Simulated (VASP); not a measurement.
# C (Im-3m) in VASP: further runs

C is run at these levels: PBE; tasks: single point, relaxation of cell and atoms.

All numbers are computed with VASP 6.6.1; they aren't measurements. Logs are shortened: lines on timing, memory, paths and dates and some standing lists are left out, and cuts for length are marked.

### 1 The cell of the first run

It takes space group Im-3m (No. 229, cubic). The conventional cell has a = 2.374 Å, b = 2.374 Å, c = 2.374 Å, α = 90.00°, β = 90.00°, γ = 90.00°. Within 2.7 Å of C (site symmetry m-3m) lie 14 C at 2.06 to 2.37 Å.

### 2 Single point, PBE

INCAR

```
PREC = Accurate
ENCUT = 520
EDIFF = 1E-7
ISMEAR = -1
SIGMA = 0.1
LREAL = False
LASPH = True
NELM = 60
ALGO = Normal
ISIF = 2
LWAVE = False
LCHARG = True
GGA = PE
LELF = True
LVHAR = True
NBANDS = 8
```

KPOINTS

```
Automatic mesh
0
Gamma
  25 25 25
```

POSCAR

```
C
1.0
   -1.1870539859      1.1870539859      1.1870539859
    1.1870539859     -1.1870539859      1.1870539859
    1.1870539859      1.1870539859     -1.1870539859
C
1
Direct
    0.0000000000      0.0000000000      0.0000000000
```

Potentials or basis: VASP PAW PBE potentials, release 64 (C).

The run is started by

```
$ cat potpaw_PBE.64/C/POTCAR > POTCAR
$ mpirun -np 1 vasp_std > vasp.out
```

OUTCAR:

```text
PREC = Accurate
   ENCUT = 520
   EDIFF = 1E-7
   ISMEAR = -1
   LREAL = False
   LASPH = True
   NELM = 60
   ISIF = 2
   GGA = PE

 ion  position               nearest neighbor table
   1  0.000  0.000  0.000-

  LATTYP: Found a body centered cubic cell.
 ALAT       =     2.3741079718

  Lattice vectors:

 A1 = (  -1.1870539859,   1.1870539859,   1.1870539859)
 A2 = (   1.1870539859,  -1.1870539859,   1.1870539859)
 A3 = (   1.1870539859,   1.1870539859,  -1.1870539859)

Analysis of symmetry for initial positions (statically):
=====================================================================
 Subroutine PRICEL returns:
 Original cell was already a primitive cell.

 Routine SETGRP: Setting up the symmetry group for a
 body centered cubic supercell.

 Subroutine GETGRP returns: Found 48 space group operations
 (whereof 48 operations were pure point group operations)
 out of a pool of 48 trial point group operations.

The static configuration has the point symmetry O_h .

Analysis of symmetry for dynamics (positions and initial velocities):
=====================================================================
 Subroutine PRICEL returns:
 Original cell was already a primitive cell.

 Routine SETGRP: Setting up the symmetry group for a
 body centered cubic supercell.

 Subroutine GETGRP returns: Found 48 space group operations
 (whereof 48 operations were pure point group operations)
 out of a pool of 48 trial point group operations.

The dynamic configuration has the point symmetry O_h .

 Subroutine INISYM returns: Found 48 space group operations
 (whereof 48 operations are pure point group operations),
 and found     1 'primitive' translations

----------------------------------------------------------------------------------------

                                     Primitive cell

  volume of cell :       6.6907

  direct lattice vectors                    reciprocal lattice vectors
    -1.187053986  1.187053986  1.187053986     0.000000000  0.421210835  0.421210835
     1.187053986 -1.187053986  1.187053986     0.421210835  0.000000000  0.421210835
     1.187053986  1.187053986 -1.187053986     0.421210835  0.421210835  0.000000000

  length of vectors
     2.056037815  2.056037815  2.056037815     0.595682075  0.595682075  0.595682075
[... 71 lines left out ...]
   ISTART =      0    job   : 0-new  1-cont  2-samecut
   ICHARG =      2    charge: 1-file 2-atom 10-const
   ISPIN  =      1    spin polarized calculation?
   LNONCOLLINEAR =      F non collinear calculations
   LSORBIT =      F    spin-orbit coupling
   LASPH  =      T    aspherical Exc in radial PAW
   ENCUT  =  520.0 eV  38.22 Ry    6.18 a.u.   3.82  3.82  3.82*2*pi/ulx,y,z
   NELM   =     60;   NELMIN=  2; NELMDL= -5     # of ELM steps
   EDIFF  = 0.1E-06   stopping-criterion for ELM
   LREAL  =      F    real-space projection
   EDIFFG = 0.1E-05   stopping-criterion for IOM
   NSW    =      0    number of steps for IOM
   IBRION =     -1    ionic relax: 0-MD 1-quasi-New 2-CG
   NFREE  =      0    steps in history (QN), initial steepest desc. (CG)
   ISIF   =      2    stress and relaxation
   ISYM   =      2    0-nonsym 1-usesym 2-fastsym
   POTIM  = 0.5000    time-step for ionic-motion
   TEBEG  =    0.0;   TEEND  =   0.0 temperature during run
   PSTRESS=    0.0 pullay stress
   NELECT =       4.0000    total number of electrons
   NUPDOWN=      -1.0000    fix difference up-down
   EMIN   =  10.00;   EMAX   =-10.00  energy-range for DOS
   EFERMI =   0.00;   METHOD = LEGACY
   ISMEAR =    -1;   SIGMA  =   0.10  broadening in eV -4-tet -1-fermi 0-gaus
   EFERMI_NEDOS =   21; number of points for ismear=-14 and -15
   IALGO  =     38    algorithm
   IMIX   =      4    mixing-type and parameters
     AMIX     =   0.40;   BMIX     =  1.00
     AMIX_MAG =   1.60;   BMIX_MAG =  1.00
  volume/ion in A,a.u.               =       6.69        45.15
  Fermi-wavevector in a.u.,A,eV,Ry     =   1.379127  2.606173 25.878174  1.901992
  Thomas-Fermi vector in A             =   2.504125
   LORBIT       =      0    0 simple, 1 ext, 2 COOP (PROOUT), +10 PAW based schemes
   GGA     = PE    functional components
   LHFCALC =     F    Hartree Fock is set to
   AEXX    =    0.0000 exact exchange contribution
   IVDW    =     0    specifies the selected vdW correction
   LEPSILON=     F    determine dielectric tensor
   LRPA    =     F    only Hartree local field effects (RPA)
 non-spin polarized calculation
  energy-cutoff  :      520.00
  volume of cell :        6.69
 maximum number of plane-waves:       190
   NGX =  7   NGY =  7   NGZ =  7

 number of electron       4.0000000 magnetization

 Free energy of the ion-electron system (eV)
  ---------------------------------------------------
  ext. energy  EPLUGINS =         0.00000000
  ---------------------------------------------------
  free energy    TOTEN  =        -4.88059637 eV

  energy without entropy =       -4.86863060  energy(sigma->0) =       -4.87461348

 E-fermi :   8.4632     XC(G=0): -13.1181

 val. band max:        8.4544767691   @ k =  -0.2800   0.4400   0.1200
 cond. band min:       8.4763475204   @ k =   0.2400   0.1600   0.0000
 fundamental gap:      0.0218707513
 Fermi energy:         8.4632153191

 k-point     1 :       0.0000    0.0000    0.0000
  band No.  band energies     occupation
      1     -11.1114      2.00000
      2      17.5390      0.00000
      3      17.5390      0.00000
      4      17.5390      0.00000
      5      41.6915      0.00000
      6      41.6915      0.00000
      7      41.6915      0.00000
      8      43.8468      0.00000
[... 243 lines left out ...]
 k-point    24 :       0.4400    0.0400    0.0000
  band No.  band energies     occupation
      1      -1.7991      2.00000
      2       1.5397      2.00000
      3      12.8005      0.00000
      4      15.9985      0.00000
      5      30.3292      0.00000
      6      31.5616      0.00000
      7      43.4418      0.00000
      8      45.5669      0.00000

 [... further k-points ...]
[... 5 lines left out ...]
  --------------------------------------------------------------------------------------
  -------------------------------------------------------------------------------------
  Total        0.0050131      0.0050131      0.0050131      0.0000000      0.0000000     -0.0000000
  in kB        1.2004529      1.2004529      1.2004529      0.0000000      0.0000000     -0.0000000
  external PRESSURE =       1.2004529 kB  Pullay stress =       0.0000000 kB

 VOLUME and BASIS-vectors are now :
 -----------------------------------------------------------------------------
  energy-cutoff  :      520.00
  volume of cell :        6.69
      direct lattice vectors                 reciprocal lattice vectors
    -1.187053986  1.187053986  1.187053986     0.000000000  0.421210835  0.421210835
     1.187053986 -1.187053986  1.187053986     0.421210835  0.000000000  0.421210835
     1.187053986  1.187053986 -1.187053986     0.421210835  0.421210835  0.000000000

 POSITION                                       TOTAL-FORCE (eV/Angst)
 -----------------------------------------------------------------------------------
      0.00000      0.00000      0.00000         0.000000      0.000000      0.000000
 -----------------------------------------------------------------------------------
    total drift:                               -0.000000      0.000000      0.000000

  FREE ENERGIE OF THE ION-ELECTRON SYSTEM (eV)
  ---------------------------------------------------
  free  energy   TOTEN  =        -4.8805963673 eV

  energy  without entropy=       -4.8686306001  energy(sigma->0) =       -4.87461348
```

OSZICAR:

```text
N       E                     dE             d eps       ncg     rms          rms(c)
DAV:   1    -0.331132129459E+01   -0.33113E+01   -0.24119E+03  8144   0.487E+02
DAV:   2    -0.487127582864E+01   -0.15600E+01   -0.13956E+01  9432   0.274E+01
DAV:   3    -0.487661300609E+01   -0.53372E-02   -0.53338E-02  8088   0.172E+00
DAV:   4    -0.487661430639E+01   -0.13003E-05   -0.12994E-05 10216   0.255E-02
DAV:   5    -0.487661430616E+01    0.22277E-09   -0.20765E-09  8376   0.184E-04    0.960E-01
DAV:   6    -0.487892909843E+01   -0.23148E-02   -0.65211E-04  8592   0.174E-01    0.567E-01
DAV:   7    -0.488058901393E+01   -0.16599E-02   -0.14408E-03  8608   0.264E-01    0.342E-02
DAV:   8    -0.488059645562E+01   -0.74417E-05   -0.26650E-05  8800   0.372E-02    0.324E-03
DAV:   9    -0.488059636730E+01    0.88315E-07   -0.17280E-07  8168   0.351E-03
   1 F= -.48805964E+01 E0= -.48746135E+01  d E =-.119658E-01
```

stdout:

```text
POSCAR found type information on POSCAR C
 POSCAR found :  1 types and       1 ions
 scaLAPACK will be used
 LDA part: xc-table for (Slater+PW92), standard interpolation
 POSCAR, INCAR and KPOINTS ok, starting setup
 FFT: planning ... GRIDC
 FFT: planning ... GRID_SOFT
 FFT: planning ... GRID
 WAVECAR not read
 entering main loop
```

Run time: 8.3 s. Hardware: 1 thread of Intel Xeon Platinum 8488C (Sapphire Rapids), shared host; peak memory 0.12 GiB.

What came out:

| Quantity | Value |
| --- | --- |
| Free energy | -4.8806 eV |
| Pressure | 0.1 GPa |
| Band gap on the k mesh | zero (band 2 reaches 17.54 eV, above the bottom of band 3 at 3.52 eV) |

### 3 Single point, PBE

INCAR

```
SYSTEM = C
PREC = Accurate ; ENCUT = 520
EDIFF = 1E-7 ; ISMEAR = -1
SIGMA = 0.1 ; LREAL = .FALSE.
LASPH = .TRUE. ; NELM = 100
ALGO = Normal ; ISIF = 2
LWAVE = .FALSE. ; LCHARG = .FALSE.
GGA = PE ; NBANDS = 8
```

KPOINTS

```
Automatic mesh
0
G
  25 25 25
  0 0 0
```

POSCAR

```
C
1.0
   -1.1870539860      1.1870539860      1.1870539860
    1.1870539860     -1.1870539860      1.1870539860
    1.1870539860      1.1870539860     -1.1870539860
C
1
Direct
    0.0000000000      0.0000000000      0.0000000000
```

Potentials or basis: VASP PAW PBE potentials, release 64 (C).

The run is started by

```
$ cat potpaw_PBE.64/C/POTCAR > POTCAR
$ mpirun -np 1 vasp_std > vasp.out
```

OUTCAR:

```text
SYSTEM = C
   PREC = Accurate
   ENCUT = 520
   EDIFF = 1E-7
   ISMEAR = -1
   LREAL = .FALSE.
   LASPH = .TRUE.
   NELM = 100
   ISIF = 2
   GGA = PE

 ion  position               nearest neighbor table
   1  0.000  0.000  0.000-

  LATTYP: Found a body centered cubic cell.
 ALAT       =     2.3741079720

  Lattice vectors:

 A1 = (  -1.1870539860,   1.1870539860,   1.1870539860)
 A2 = (   1.1870539860,  -1.1870539860,   1.1870539860)
 A3 = (   1.1870539860,   1.1870539860,  -1.1870539860)

Analysis of symmetry for initial positions (statically):
=====================================================================
 Subroutine PRICEL returns:
 Original cell was already a primitive cell.

 Routine SETGRP: Setting up the symmetry group for a
 body centered cubic supercell.

 Subroutine GETGRP returns: Found 48 space group operations
 (whereof 48 operations were pure point group operations)
 out of a pool of 48 trial point group operations.

The static configuration has the point symmetry O_h .

Analysis of symmetry for dynamics (positions and initial velocities):
[... 153 lines left out ...]

  energy without entropy =       -4.86863060  energy(sigma->0) =       -4.87461348

 E-fermi :   8.4632     XC(G=0): -13.1181

 val. band max:        8.4544767662   @ k =  -0.2800   0.4400   0.1200
 cond. band min:       8.4763475166   @ k =   0.2400   0.1600  -0.0000
 fundamental gap:      0.0218707504
 Fermi energy:         8.4632153158

 k-point     1 :       0.0000    0.0000    0.0000
  band No.  band energies     occupation
      1     -11.1114      2.00000
      2      17.5390      0.00000
      3      17.5390      0.00000
      4      17.5390      0.00000
      5      41.6915      0.00000
      6      41.6915      0.00000
      7      41.6915      0.00000
      8      43.8468      0.00000
[... 243 lines left out ...]
 k-point    24 :       0.4400    0.0400    0.0000
  band No.  band energies     occupation
      1      -1.7991      2.00000
      2       1.5397      2.00000
      3      12.8005      0.00000
      4      15.9985      0.00000
      5      30.3292      0.00000
      6      31.5616      0.00000
      7      43.4418      0.00000
      8      45.5669      0.00000

 [... further k-points ...]
[... 5 lines left out ...]
  --------------------------------------------------------------------------------------
  -------------------------------------------------------------------------------------
  Total        0.0050131      0.0050131      0.0050131      0.0000000     -0.0000000      0.0000000
  in kB        1.2004524      1.2004524      1.2004524      0.0000000     -0.0000000      0.0000000
  external PRESSURE =       1.2004524 kB  Pullay stress =       0.0000000 kB

 VOLUME and BASIS-vectors are now :
 -----------------------------------------------------------------------------
  energy-cutoff  :      520.00
  volume of cell :        6.69
      direct lattice vectors                 reciprocal lattice vectors
    -1.187053986  1.187053986  1.187053986     0.000000000  0.421210834  0.421210834
     1.187053986 -1.187053986  1.187053986     0.421210834  0.000000000  0.421210834
     1.187053986  1.187053986 -1.187053986     0.421210834  0.421210834  0.000000000

 POSITION                                       TOTAL-FORCE (eV/Angst)
 -----------------------------------------------------------------------------------
      0.00000      0.00000      0.00000        -0.000000     -0.000000     -0.000000
 -----------------------------------------------------------------------------------
    total drift:                               -0.000000     -0.000000     -0.000000

  FREE ENERGIE OF THE ION-ELECTRON SYSTEM (eV)
  ---------------------------------------------------
  free  energy   TOTEN  =        -4.8805963670 eV

  energy  without entropy=       -4.8686305999  energy(sigma->0) =       -4.87461348
```

OSZICAR:

```text
N       E                     dE             d eps       ncg     rms          rms(c)
DAV:   1    -0.331132129413E+01   -0.33113E+01   -0.24119E+03  8144   0.487E+02
DAV:   2    -0.487127582819E+01   -0.15600E+01   -0.13956E+01  9432   0.274E+01
DAV:   3    -0.487661300706E+01   -0.53372E-02   -0.53338E-02  8088   0.172E+00
DAV:   4    -0.487661430613E+01   -0.12991E-05   -0.12994E-05 10216   0.255E-02
DAV:   5    -0.487661430553E+01    0.60055E-09   -0.20766E-09  8376   0.184E-04    0.960E-01
DAV:   6    -0.487892909845E+01   -0.23148E-02   -0.65211E-04  8592   0.174E-01    0.567E-01
DAV:   7    -0.488058901351E+01   -0.16599E-02   -0.14408E-03  8608   0.264E-01    0.342E-02
DAV:   8    -0.488059645556E+01   -0.74420E-05   -0.26650E-05  8800   0.372E-02    0.324E-03
DAV:   9    -0.488059636705E+01    0.88514E-07   -0.17280E-07  8168   0.351E-03
   1 F= -.48805964E+01 E0= -.48746135E+01  d E =-.119658E-01
```

stdout:

```text
POSCAR found type information on POSCAR C
 POSCAR found :  1 types and       1 ions
 scaLAPACK will be used
 LDA part: xc-table for (Slater+PW92), standard interpolation
 POSCAR, INCAR and KPOINTS ok, starting setup
 FFT: planning ... GRIDC
 FFT: planning ... GRID_SOFT
 FFT: planning ... GRID
 WAVECAR not read
 entering main loop
```

Wall time 12 s (1 thread of Intel Xeon 8259CL, shared host); peak memory 0.12 GiB.

Results:

```yaml
Free_energy: -4.8806 eV
Pressure: 0.1 GPa
Band_gap_on_the_k_mesh: zero (band 2 reaches 17.54 eV, above the bottom of band 3 at 3.52 eV)
```

Levels at points of the mesh, in eV from the Fermi level:
| k point | band 1 | band 2 | band 3 | band 4 | band 5 | band 6 | band 7 |
| --- | --- | --- | --- | --- | --- | --- | --- |
| (0.00, 0.00, 0.00) | -19.57 | 9.08 | 9.08 | 9.08 | 33.23 | 33.23 | 33.23 |

### 4 Relaxation of cell and atoms, PBE

This run uses another cell than the first one, of 6.50 Å³/atom, 0.971 times its volume.

INCAR

```
PREC = Accurate
ENCUT = 600
EDIFF = 1E-6
ISMEAR = -1
SIGMA = 0.1
LREAL = False
LASPH = True
NELM = 80
ALGO = Normal
ISIF = 3
LWAVE = False
LCHARG = False
GGA = PE
IBRION = 2
NSW = 60
EDIFFG = -0.005
```

KPOINTS

```
regular mesh
0
Gamma
  25 25 25
```

POSCAR

```
C
1.0
   -1.1756673439      1.1756673439      1.1756673439
    1.1756673439     -1.1756673439      1.1756673439
    1.1756673439      1.1756673439     -1.1756673439
C
1
Direct
    0.0000000000      0.0000000000      0.0000000000
```

Potentials or basis: VASP PAW PBE potentials, release 64 (C).

The run is started by

```
$ cat potpaw_PBE.64/C/POTCAR > POTCAR
$ mpirun -np 1 vasp_std > vasp.out
```

OUTCAR:

```text
PREC = Accurate
   ENCUT = 600
   EDIFF = 1E-6
   ISMEAR = -1
   LREAL = False
   LASPH = True
   NELM = 80
   ISIF = 3
   GGA = PE
   IBRION = 2
   NSW = 60
   EDIFFG = -0.005

 ion  position               nearest neighbor table
   1  0.000  0.000  0.000-

  LATTYP: Found a body centered cubic cell.
 ALAT       =     2.3513346878

  Lattice vectors:

 A1 = (  -1.1756673439,   1.1756673439,   1.1756673439)
 A2 = (   1.1756673439,  -1.1756673439,   1.1756673439)
 A3 = (   1.1756673439,   1.1756673439,  -1.1756673439)

Analysis of symmetry for initial positions (statically):
=====================================================================
[... 243 lines left out ...]
  ---------------------------------------------------
  ext. energy  EPLUGINS =         0.00000000
  ---------------------------------------------------
  free energy    TOTEN  =        -4.88082776 eV

  energy without entropy =       -4.86886406  energy(sigma->0) =       -4.87484591

 E-fermi :   8.4674     XC(G=0): -13.1197

 val. band max:        8.4581646260   @ k =  -0.4400  -0.4800   0.2000
 cond. band min:       8.4809809065   @ k =   0.2400   0.1600  -0.0000
 fundamental gap:      0.0228162804
 Fermi energy:         8.4673731675

 k-point     1 :       0.0000    0.0000    0.0000
  band No.  band energies     occupation
      1     -11.1121      2.00000
      2      17.5436      0.00000
      3      17.5436      0.00000
      4      17.5436      0.00000
      5      41.7014      0.00000
      6      41.7014      0.00000
[... 199 lines left out ...]
 k-point    24 :       0.4400    0.0400    0.0000
  band No.  band energies     occupation
      1      -1.7976      2.00000
      2       1.5423      2.00000
      3      12.8057      0.00000
      4      16.0043      0.00000
      5      30.3381      0.00000
      6      31.5692      0.00000

 [... further k-points ...]
[... 5 lines left out ...]
  --------------------------------------------------------------------------------------
  -------------------------------------------------------------------------------------
  Total        0.0002380      0.0002380      0.0002380     -0.0000000      0.0000000     -0.0000000
  in kB        0.0570228      0.0570228      0.0570228     -0.0000000      0.0000000     -0.0000000
  external PRESSURE =       0.0570228 kB  Pullay stress =       0.0000000 kB
[... 16 lines left out ...]
  FREE ENERGIE OF THE ION-ELECTRON SYSTEM (eV)
  ---------------------------------------------------
  free  energy   TOTEN  =        -4.8808277600 eV

  energy  without entropy=       -4.8688640566  energy(sigma->0) =       -4.87484591

 reached required accuracy - stopping structural energy minimisation
```

Run time: 23 s. Hardware: 1 thread of Intel Xeon 8259CL, shared host; peak memory 0.13 GiB.

What came out:

| Item | Value |
| --- | --- |
| Free energy | -4.8808 eV |
| Relaxed volume | 6.69 Å³/atom |
| Relaxed cell | a = 2.056 Å, b = 2.056 Å, c = 2.056 Å, α = 109.47°, β = 109.47°, γ = 109.47° |
| Space group after relaxing (to 0.05 Å) | Im-3m (No. 229) |
| Energy gained by relaxing | 3.1 meV/atom |
| Ionic steps | 3 |
| Pressure after relaxing | 0.0 GPa |
| Band gap on the k mesh | zero (band 2 reaches 17.54 eV, above the bottom of band 3 at 3.53 eV) |

The path:
| step | energy change (eV) | largest force (eV/Å) | pressure (GPa) | volume (Å³) |
| --- | --- | --- | --- | --- |
| 1 | 0.0000 | 0.0000 | 5.44 | 6.50 |
| 2 | -0.0031 | 0.0000 | -0.57 | 6.71 |
| 3 | -0.0031 | 0.0000 | 0.01 | 6.69 |

Final structure:
```
CELL_PARAMETERS angstrom
-1.18692 1.18692 1.18692
1.18692 -1.18692 1.18692
1.18692 1.18692 -1.18692
ATOMIC_POSITIONS crystal
C 0.00000 0.00000 0.00000
```

Levels at points of the mesh, in eV from the Fermi level:
| k point | band 1 | band 2 | band 3 | band 4 | band 5 | band 6 |
| --- | --- | --- | --- | --- | --- | --- |
| (0.00, 0.00, 0.00) | -19.58 | 9.08 | 9.08 | 9.08 | 33.23 | 33.23 |
